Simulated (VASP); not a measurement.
# HfN in VASP: notebook

The runs below take HfN through single point, with PBEsol, PBE.

Everything below comes from runs of VASP 6.6.1. Logs are shortened: lines on timing, memory, paths and dates and some standing lists are left out, and cuts for length are marked.

**1. The cell of the first run**

It takes space group Imm2 (No. 44, orthorhombic). Conventional cell: a = 3.402 Å, b = 3.541 Å, c = 4.910 Å, α = 90.00°, β = 90.00°, γ = 90.00°. Within 2.8 Å of Hf (site symmetry mm2) lie 4 N at 2.10 to 2.15 Å. N (site symmetry mm2) has 4 Hf at 2.10 to 2.15 Å within 2.8 Å.

**2. Single point, PBEsol**

Input file INCAR:

```
ALGO = Normal ; EDIFF = 1E-6
ENCUT = 520 ; GGA = PS
ISIF = 2 ; ISMEAR = -1
LASPH = True ; LCHARG = True
LELF = True ; LREAL = False
LVHAR = True ; LWAVE = False
NBANDS = 14 ; NELM = 100
PREC = Accurate ; SIGMA = 0.05
```

Input file KPOINTS:

```
k-points
0
Gamma
  9 9 9
```

Input file POSCAR:

```
HfN
1.0
   -0.0490964400      2.4548220000      2.4548220000
    2.4548220000     -0.0490964400      2.4548220000
    2.4057255600      2.4057255600      0.0000000000
Hf N
1 1
Direct
    0.0000000000      0.0000000000      0.0000000000
    0.2500000000      0.2500000000      0.2500000000
```

Potentials or basis: VASP PAW PBE potentials, release 64 (Hf_pv, N).

Launch:

```
$ cat potpaw_PBE.64/Hf_pv/POTCAR potpaw_PBE.64/N/POTCAR > POTCAR
$ mpirun -np 1 vasp_std > vasp.out
```

OUTCAR:

```text
EDIFF = 1E-6
   ENCUT = 520
   GGA = PS
   ISIF = 2
   ISMEAR = -1
   LASPH = True
   LREAL = False
   NELM = 100
   PREC = Accurate

 ion  position               nearest neighbor table
   1  0.000  0.000  0.000-   2 2.10   2 2.10   2 2.15   2 2.15
   2  0.250  0.250  0.250-   1 2.10   1 2.10   1 2.15   1 2.15

  LATTYP: Found a body centered orthorhombic cell.
 ALAT       =     3.4022097143
 B/A-ratio  =     1.0408163265
 C/A-ratio  =     1.4430750636

  Lattice vectors:

 A1 = (   0.0490964400,  -2.4548220000,  -2.4548220000)
 A2 = (  -0.0490964400,   2.4548220000,  -2.4548220000)
 A3 = (   2.4548220000,  -0.0490964400,   2.4548220000)

Analysis of symmetry for initial positions (statically):
=====================================================================
 Subroutine PRICEL returns:
 Original cell was already a primitive cell.

 Routine SETGRP: Setting up the symmetry group for a
 body centered orthorhombic supercell.

 Subroutine GETGRP returns: Found  4 space group operations
 (whereof  4 operations were pure point group operations)
 out of a pool of  8 trial point group operations.

The static configuration has the point symmetry C_2v.

Analysis of symmetry for dynamics (positions and initial velocities):
=====================================================================
 Subroutine PRICEL returns:
 Original cell was already a primitive cell.

 Routine SETGRP: Setting up the symmetry group for a
 body centered orthorhombic supercell.

 Subroutine GETGRP returns: Found  4 space group operations
 (whereof  4 operations were pure point group operations)
 out of a pool of  8 trial point group operations.

The dynamic configuration has the point symmetry C_2v.

 Subroutine INISYM returns: Found  4 space group operations
 (whereof  4 operations are pure point group operations),
 and found     1 'primitive' translations

----------------------------------------------------------------------------------------

                                     Primitive cell

  volume of cell :      29.5744

  direct lattice vectors                    reciprocal lattice vectors
    -0.049096440  2.454822000  2.454822000    -0.199687015  0.199687015  0.203680756
     2.454822000 -0.049096440  2.454822000     0.199687015 -0.199687015  0.203680756
     2.405725560  2.405725560  0.000000000     0.207837506  0.207837506 -0.203680756

  length of vectors
     3.471989713  3.471989713  3.402209714     0.348189113  0.348189113  0.357601325

  position of ions in fractional coordinates (direct lattice)
     0.000000000  0.000000000  0.000000000
     0.250000000  0.250000000  0.250000000

  ion indices of the primitive-cell ions
   primitive index   ion index
                 1           1
                 2           2

----------------------------------------------------------------------------------------

 KPOINTS: k-points

Automatic generation of k-mesh.
 Grid dimensions read from file:
 generate k-points for:    9    9    9

 Generating k-lattice:

  Cartesian coordinates                     Fractional coordinates (reciprocal lattice)
    -0.022187446  0.022187446  0.022631195     0.111111111  0.000000000  0.000000000
     0.022187446 -0.022187446  0.022631195     0.000000000  0.111111111  0.000000000
     0.023093056  0.023093056 -0.022631195    -0.000000000 -0.000000000  0.111111111

  Length of vectors
     0.038687679  0.038687679  0.039733481

  Shift w.r.t. Gamma in fractional coordinates (k-lattice)
     0.000000000  0.000000000  0.000000000

 Subroutine IBZKPT returns following result:
 ===========================================

 Found    125 irreducible k-points:

 Following reciprocal coordinates:
            Coordinates               Weight
  0.000000  0.000000  0.000000      1.000000
  0.111111  0.000000  0.000000      4.000000
  0.222222  0.000000  0.000000      4.000000
  0.333333  0.000000  0.000000      4.000000
  0.444444  0.000000  0.000000      4.000000
  0.111111  0.111111  0.000000      2.000000
[... 16 lines left out ...]
 -0.333333  0.333333  0.000000      2.000000
  0.444444  0.444444  0.000000      2.000000
 [... further k-points ...]
   k-points           NKPTS =    125   k-points in BZ     NKDIM =    125   number of bands    NBANDS=     14
   number of dos      NEDOS =    301   number of ions     NIONS =      2
   total plane-waves  NPLWV =  21952
   dimension x,y,z NGX =    28 NGY =   28 NGZ =   28
   dimension x,y,z NGXF=    56 NGYF=   56 NGZF=   56
   ions per type =               1   1
   NGX,Y,Z   is equivalent  to a cutoff of  13.41, 13.41, 13.68 a.u.
   NGXF,Y,Z  is equivalent  to a cutoff of  26.81, 26.81, 27.36 a.u.
 SYSTEM =  unknown system
   PREC   = accura    normal or accurate (medium, high low for compatibility)
   ISTART =      0    job   : 0-new  1-cont  2-samecut
   ICHARG =      2    charge: 1-file 2-atom 10-const
   ISPIN  =      1    spin polarized calculation?
   LNONCOLLINEAR =      F non collinear calculations
   LSORBIT =      F    spin-orbit coupling
   LASPH  =      T    aspherical Exc in radial PAW
   ENCUT  =  520.0 eV  38.22 Ry    6.18 a.u.   6.46  6.46  6.33*2*pi/ulx,y,z
   NELM   =    100;   NELMIN=  2; NELMDL= -5     # of ELM steps
   EDIFF  = 0.1E-05   stopping-criterion for ELM
   LREAL  =      F    real-space projection
   EDIFFG = 0.1E-04   stopping-criterion for IOM
   NSW    =      0    number of steps for IOM
   IBRION =     -1    ionic relax: 0-MD 1-quasi-New 2-CG
   NFREE  =      0    steps in history (QN), initial steepest desc. (CG)
   ISIF   =      2    stress and relaxation
   ISYM   =      2    0-nonsym 1-usesym 2-fastsym
   POTIM  = 0.5000    time-step for ionic-motion
   TEBEG  =    0.0;   TEEND  =   0.0 temperature during run
   PSTRESS=    0.0 pullay stress
   NELECT =      15.0000    total number of electrons
   NUPDOWN=      -1.0000    fix difference up-down
   EMIN   =  10.00;   EMAX   =-10.00  energy-range for DOS
   EFERMI =   0.00;   METHOD = LEGACY
   ISMEAR =    -1;   SIGMA  =   0.05  broadening in eV -4-tet -1-fermi 0-gaus
   EFERMI_NEDOS =   21; number of points for ismear=-14 and -15
   IALGO  =     38    algorithm
   IMIX   =      4    mixing-type and parameters
     AMIX     =   0.40;   BMIX     =  1.00
     AMIX_MAG =   1.60;   BMIX_MAG =  1.00
  volume/ion in A,a.u.               =      14.79        99.79
  Fermi-wavevector in a.u.,A,eV,Ry     =   1.305569  2.467168 23.191272  1.704510
  Thomas-Fermi vector in A             =   2.436429
   LORBIT       =      0    0 simple, 1 ext, 2 COOP (PROOUT), +10 PAW based schemes
   GGA     = PS    functional components
   LHFCALC =     F    Hartree Fock is set to
   AEXX    =    0.0000 exact exchange contribution
   IVDW    =     0    specifies the selected vdW correction
   LEPSILON=     F    determine dielectric tensor
   LRPA    =     F    only Hartree local field effects (RPA)
 non-spin polarized calculation
  energy-cutoff  :      520.00
  volume of cell :       29.57
 maximum number of plane-waves:       809
 NGX is ok and might be reduce to    28
   NGX = 13   NGY = 13   NGZ = 13

 number of electron      14.9999999 magnetization

 Free energy of the ion-electron system (eV)
  ---------------------------------------------------
  ext. energy  EPLUGINS =         0.00000000
  ---------------------------------------------------
  free energy    TOTEN  =       -22.23521262 eV

  energy without entropy =      -22.22935345  energy(sigma->0) =      -22.23228304

 E-fermi :   5.5903     XC(G=0): -11.3983

 val. band max:        5.5808013002   @ k =  -0.4444   0.3333   0.2222
 cond. band min:       5.5988356768   @ k =  -0.2222   0.3333   0.1111
 fundamental gap:      0.0180343766
 Fermi energy:         5.5902889626

 k-point     1 :       0.0000    0.0000    0.0000
  band No.  band energies     occupation
      1     -25.4608      2.00000
      2     -25.4523      2.00000
      3     -25.4377      2.00000
      4     -10.4971      2.00000
      5       0.0686      2.00000
      6       0.1403      2.00000
      7       0.2318      2.00000
      8       4.8714      2.00000
      9       7.8068      0.00000
     10       7.8216      0.00000
     11      12.0345      0.00000
     12      12.1825      0.00000
     13      12.3663      0.00000
     14      18.3693      0.00000

 k-point     2 :       0.1111    0.0000    0.0000
  band No.  band energies     occupation
      1     -25.5136      2.00000
      2     -25.4610      2.00000
      3     -25.4451      2.00000
      4     -10.3578      2.00000
      5      -0.1501      2.00000
      6       0.1999      2.00000
      7       0.3149      2.00000
      8       5.4953      1.73970
      9       7.6205      0.00000
     10       7.6759      0.00000
     11      11.7654      0.00000
     12      12.3832      0.00000
     13      12.6013      0.00000
     14      16.8228      0.00000

 k-point     3 :       0.2222    0.0000    0.0000
  band No.  band energies     occupation
      1     -25.6508      2.00000
      2     -25.4759      2.00000
      3     -25.4636      2.00000
      4     -10.0185      2.00000
      5      -0.4696      2.00000
      6       0.3885      2.00000
      7       0.5094      2.00000
      8       6.7562      0.00000
      9       7.4145      0.00000
     10       7.5325      0.00000
     11      11.1699      0.00000
     12      12.4943      0.00000
     13      12.7678      0.00000
     14      14.5033      0.00000
[... 324 lines left out ...]
 k-point    23 :      -0.3333    0.3333    0.0000
  band No.  band energies     occupation
      1     -25.8233      2.00000
      2     -25.7085      2.00000
      3     -25.5412      2.00000
      4      -9.1186      2.00000
      5      -0.2779      2.00000
      6       0.8094      2.00000
      7       1.4377      2.00000
      8       4.8589      2.00000
      9       7.8380      0.00000
     10       8.1204      0.00000
     11      11.4499      0.00000
     12      11.9540      0.00000
     13      13.6968      0.00000
     14      15.3233      0.00000

 k-point    24 :       0.4444    0.4444    0.0000
  band No.  band energies     occupation
      1     -25.9081      2.00000
      2     -25.6244      2.00000
      3     -25.5840      2.00000
      4      -9.0587      2.00000
      5      -1.3214      2.00000
      6       1.9036      2.00000
      7       1.9418      2.00000
      8       4.4531      2.00000
      9       7.9516      0.00000
     10       9.5503      0.00000
     11      10.2603      0.00000
     12      10.5456      0.00000
     13      14.4756      0.00000
     14      17.3648      0.00000

 [... further k-points ...]
[... 5 lines left out ...]
  --------------------------------------------------------------------------------------
  -------------------------------------------------------------------------------------
  Total       -1.0127909     -1.0127909     -1.0422650      1.0326693      0.0000000      0.0000000
  in kB      -54.8673633    -54.8673633    -56.4641108     55.9442674      0.0000000      0.0000000
  external PRESSURE =     -55.3996125 kB  Pullay stress =       0.0000000 kB

 VOLUME and BASIS-vectors are now :
 -----------------------------------------------------------------------------
  energy-cutoff  :      520.00
  volume of cell :       29.57
      direct lattice vectors                 reciprocal lattice vectors
    -0.049096440  2.454822000  2.454822000    -0.199687015  0.199687015  0.203680756
     2.454822000 -0.049096440  2.454822000     0.199687015 -0.199687015  0.203680756
     2.405725560  2.405725560  0.000000000     0.207837506  0.207837506 -0.203680756

 POSITION                                       TOTAL-FORCE (eV/Angst)
 -----------------------------------------------------------------------------------
      0.00000      0.00000      0.00000         0.000000      0.000000     -0.391090
      1.20286      1.20286      1.22741        -0.000000     -0.000000      0.391090
 -----------------------------------------------------------------------------------
    total drift:                               -0.000000     -0.000000      0.000039

  FREE ENERGIE OF THE ION-ELECTRON SYSTEM (eV)
  ---------------------------------------------------
  free  energy   TOTEN  =       -22.2352126215 eV

  energy  without entropy=      -22.2293534521  energy(sigma->0) =      -22.23228304
```

It took 33 s on 1 thread of Intel Xeon Platinum 8488C (Sapphire Rapids), shared host; peak memory 0.19 GiB.

What came out:

```yaml
Free_energy: -22.2352 eV
Pressure: -5.5 GPa
Largest_force: 0.391 eV/Å
```

Forces in eV/Å, atoms in the order of the input:
```
Hf   0.000  0.000 -0.391
N    0.000  0.000  0.391
```

Stress tensor (GPa, compression positive):
```
-5.49  5.59  0.00
 5.59 -5.49  0.00
 0.00  0.00 -5.65
```

Caveat: the PAW data sets were made with another functional, which shifts forces and pressure a little; spin-orbit coupling is left out, which moves the levels of the heavy elements.

(Continued in part 2 of 2.)
